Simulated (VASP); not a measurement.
# Al in VASP: further runs, part 2 of 2

VASP 6.6.1.

### 3 Single point, PBEsol

This run uses another cell than the first one, of 16.19 Å³/atom, 0.983 times its volume.

The input, INCAR:

```
ALGO = Normal ; EDIFF = 1E-7
ENCUT = 520 ; GGA = PS
ISIF = 2 ; ISMEAR = 0
LASPH = True ; LCHARG = False
LREAL = False ; LWAVE = False
NBANDS = 8 ; NELM = 60
PREC = Accurate ; SIGMA = 0.1
```

The input, KPOINTS:

```
k-points
0
Gamma
  18 18 18
```

The input, POSCAR:

```
Al
1.0
    0.0000000000      2.0076963001      2.0076963001
    2.0076963001      0.0000000000      2.0076963001
    2.0076963001      2.0076963001      0.0000000000
Al
1
Direct
    0.0000000000      0.0000000000      0.0000000000
```

Potentials or basis: VASP PAW PBE potentials, release 64 (Al).

Run with:

```
> cat potpaw_PBE.64/Al/POTCAR > POTCAR
> mpirun -np 1 vasp_std > vasp.out
```

Run time: 17 s. Hardware: 1 thread of AMD EPYC 7R13 (Zen 3), shared host; peak memory 0.11 GiB.

Results (log left out):

* Free energy: -4.0907 eV
* Pressure: 0.0 GPa

Levels at points of the mesh, in eV from the Fermi level:
| k point | band 1 | band 2 | band 3 | band 4 | band 5 |
| --- | --- | --- | --- | --- | --- |
| (0.00, 0.00, 0.00) | -11.25 | 12.71 | 12.71 | 12.71 | 14.35 |
| (0.50, 0.00, 0.00) | -4.66 | -4.39 | 11.53 | 11.53 | 11.61 |
| (0.50, 0.50, 0.00) | -2.96 | -1.60 | 5.27 | 5.69 | 5.69 |

Caveat: the PAW data sets were made with another functional, which shifts forces and pressure a little.

### 4 Relaxation of cell and atoms, PBEsol

The input, INCAR:

```
SYSTEM = Al
PREC     = Accurate       ! precision mode
ENCUT    = 600            ! plane-wave cutoff, eV
EDIFF    = 1E-6           ! SCF threshold, eV
ISMEAR   = 0              ! smearing method
SIGMA    = 0.1            ! smearing width, eV
LREAL    = .False.        ! projectors in reciprocal space
LASPH    = .True.         ! aspherical terms in the spheres
NELM     = 100            ! most SCF steps
ALGO     = Normal         ! electronic algorithm
ISIF     = 3              ! what is computed and relaxed
LWAVE    = .False.        ! write WAVECAR
LCHARG   = .False.        ! write CHGCAR
GGA      = PS             ! functional
IBRION   = 2              ! ionic algorithm
NSW      = 100            ! ionic steps
EDIFFG   = -0.005         ! ionic threshold
```

The input, KPOINTS:

```
regular mesh
0
Gamma
  18 18 18
  0 0 0
```

The input, POSCAR:

```
Al
1.0
    0.0000000000      2.0194648466      2.0194648466
    2.0194648466      0.0000000000      2.0194648466
    2.0194648466      2.0194648466      0.0000000000
Al
1
Direct
    0.0000000000      0.0000000000      0.0000000000
```

Run with:

```
> cat potpaw_PBE.64/Al/POTCAR > POTCAR
> mpirun -np 1 vasp_std > vasp.out
```

It took 17 s on 1 thread of AMD EPYC 7R13 (Zen 3), shared host; peak memory 0.12 GiB.

The run converged. Its results:

| Item | Value |
| --- | --- |
| Free energy | -4.0908 eV |
| Relaxed volume | 16.19 Å³/atom |
| Relaxed cell | a = 2.840 Å, b = 2.840 Å, c = 2.840 Å, α = 60.00°, β = 60.00°, γ = 60.00° |
| Space group after relaxing (to 0.05 Å) | Fm-3m (No. 225) |
| Energy gained by relaxing | 1.2 meV/atom |
| Ionic steps | 3 |
| Pressure after relaxing | 0.0 GPa |

The path:
| step | energy change (eV) | largest force (eV/Å) | pressure (GPa) | volume (Å³) |
| --- | --- | --- | --- | --- |
| 1 | 0.0000 | 0.0000 | -1.32 | 16.47 |
| 2 | -0.0011 | 0.0000 | 0.22 | 16.15 |
| 3 | -0.0012 | 0.0000 | 0.00 | 16.19 |

Final structure:
```
CELL_PARAMETERS angstrom
0.00000 2.00804 2.00804
2.00804 0.00000 2.00804
2.00804 2.00804 0.00000
ATOMIC_POSITIONS crystal
Al 0.00000 0.00000 0.00000
```

Levels at points of the mesh, in eV from the Fermi level:
```csv
k point,band 1,band 2,band 3,band 4,band 5
"(0.00, 0.00, 0.00)",-11.25,12.71,12.71,12.71,14.34
"(0.50, 0.00, 0.00)",-4.66,-4.39,11.53,11.53,11.60
"(0.50, 0.50, 0.00)",-2.95,-1.60,5.27,5.68,5.68
```

Caveat: the PAW data sets were made with another functional, which shifts forces and pressure a little.

### 5 Single point, PBEsol (uniaxial strain along c: -3.0 %)

The input, INCAR:

```
SYSTEM = Al
PREC = Accurate
ENCUT = 520
EDIFF = 1E-7
ISMEAR = 0
SIGMA = 0.1
LREAL = .FALSE.
LASPH = .TRUE.
NELM = 80
ALGO = Normal
ISIF = 2
LWAVE = .FALSE.
LCHARG = .FALSE.
GGA = PS
NBANDS = 10
```

The input, KPOINTS:

```
Automatic mesh
0
G
  18 18 14
  0 0 0
```

The input, POSCAR:

```
Al
1.0
    2.0227540224      2.0227540224      0.0000000000
   -2.0227540224      2.0227540224      0.0000000000
    0.0000000000      0.0000000000      3.8949308222
Al
2
Direct
    0.0000000000      0.0000000000      0.0000000000
    0.5000000000      0.5000000000      0.5000000000
```

Potentials or basis: VASP PAW PBE potentials, release 64 (Al).

Run with:

```
> cat potpaw_PBE.64/Al/POTCAR > POTCAR
> mpirun -np 1 vasp_std > vasp.out
```

OUTCAR:

```text
SYSTEM = Al
   PREC = Accurate
   ENCUT = 520
   EDIFF = 1E-7
   ISMEAR = 0
   LREAL = .FALSE.
   LASPH = .TRUE.
   NELM = 80
   ISIF = 2
   GGA = PS

 ion  position               nearest neighbor table
   1  0.000  0.000  0.000-   2 2.81   2 2.81   2 2.81   2 2.81   2 2.81   2 2.81   2 2.81   2 2.81

   2  0.500  0.500  0.500-   1 2.81   1 2.81   1 2.81   1 2.81   1 2.81   1 2.81   1 2.81   1 2.81

  LATTYP: Found a simple tetragonal cell.
 ALAT       =     2.8606061718
 C/A-ratio  =     1.3615753404

  Lattice vectors:

[... 521 lines left out ...]

  FORCE on cell =-STRESS in cart. coord.  units (eV):
  Direction    XX          YY          ZZ          XY          YZ          ZX
  --------------------------------------------------------------------------------------
  -------------------------------------------------------------------------------------
  Total        0.1851407      0.1851407      0.5372295      0.0000000      0.0000000      0.0000000
  in kB        9.3067191      9.3067191     27.0056460      0.0000000      0.0000000      0.0000000
  external PRESSURE =      15.2063614 kB  Pullay stress =       0.0000000 kB

 VOLUME and BASIS-vectors are now :
 -----------------------------------------------------------------------------
  energy-cutoff  :      520.00
  volume of cell :       31.87
      direct lattice vectors                 reciprocal lattice vectors
     2.022754022  2.022754022  0.000000000     0.247187742  0.247187742  0.000000000
    -2.022754022  2.022754022  0.000000000    -0.247187742  0.247187742  0.000000000
     0.000000000  0.000000000  3.894930822     0.000000000  0.000000000  0.256743969

 POSITION                                       TOTAL-FORCE (eV/Angst)
 -----------------------------------------------------------------------------------
      0.00000      0.00000      0.00000         0.000000     -0.000000      0.000000
      0.00000      2.02275      1.94747        -0.000000      0.000000     -0.000000
 -----------------------------------------------------------------------------------
    total drift:                               -0.000000      0.000000     -0.000000

  FREE ENERGIE OF THE ION-ELECTRON SYSTEM (eV)
  ---------------------------------------------------
  free  energy   TOTEN  =        -8.1768070114 eV

  energy  without entropy=       -8.1723479829  energy(sigma->0) =       -8.17457750
```

stdout:

```text
POSCAR found type information on POSCAR Al
 POSCAR found :  1 types and       2 ions
 scaLAPACK will be used
 -----------------------------------------------------------------------------
|                                                                             |
|                                                                             |
|     You enforced a specific xc type in the INCAR file but a different       |
|     I HOPE YOU KNOW WHAT YOU ARE DOING!                                     |
|                                                                             |
 -----------------------------------------------------------------------------

 LDA part: xc-table for (Slater+PW92), standard interpolation
 POSCAR, INCAR and KPOINTS ok, starting setup
 FFT: planning ... GRIDC
 FFT: planning ... GRID_SOFT
 FFT: planning ... GRID
 WAVECAR not read
 entering main loop
```

Run time: 29 s. Hardware: 1 thread of Intel Xeon 6975P-C (Granite Rapids), shared host; peak memory 0.23 GiB.

What came out:

| Property | Result |
| --- | --- |
| Free energy | -8.1768 eV |
| Pressure | 1.5 GPa |
| Band gap on the k mesh | zero (band 3 reaches 15.66 eV, above the bottom of band 4 at 3.90 eV) |

Caveat: the cell differs from its parent crystal (uniaxial strain along c: -3.0 %); the PAW data sets were made with another functional, which shifts forces and pressure a little.

### 6 Summary

```tsv
task	cell	k mesh	cutoff (eV)	gap on the mesh (eV)	pressure (GPa)
single point	a = 2.856 Å, angles 60.0°, 1 atom	8 × 8 × 8	520	none	-1.2
single point	a = 2.839 Å, angles 60.0°, 1 atom	18 × 18 × 18	520	none	0.0
relaxation of cell and atoms	relaxed from a = 2.856 Å, angles 60.0°, 1 atom	18 × 18 × 18	600	none	0.0
single point	a = 2.861, b = 2.861, c = 3.895 Å, 2 atoms	18 × 18 × 14	520	none	1.5
```

Alike in all rows: level PBEsol; potentials or basis VASP PAW PBE potentials, release 64 (Al); no spin polarisation; smearing gaussian 0.1 eV.

Caveats: the PAW data sets were made with another functional, which shifts forces and pressure a little.

Total energies depend on the potentials used, so only differences within one code and one set of settings carry meaning.
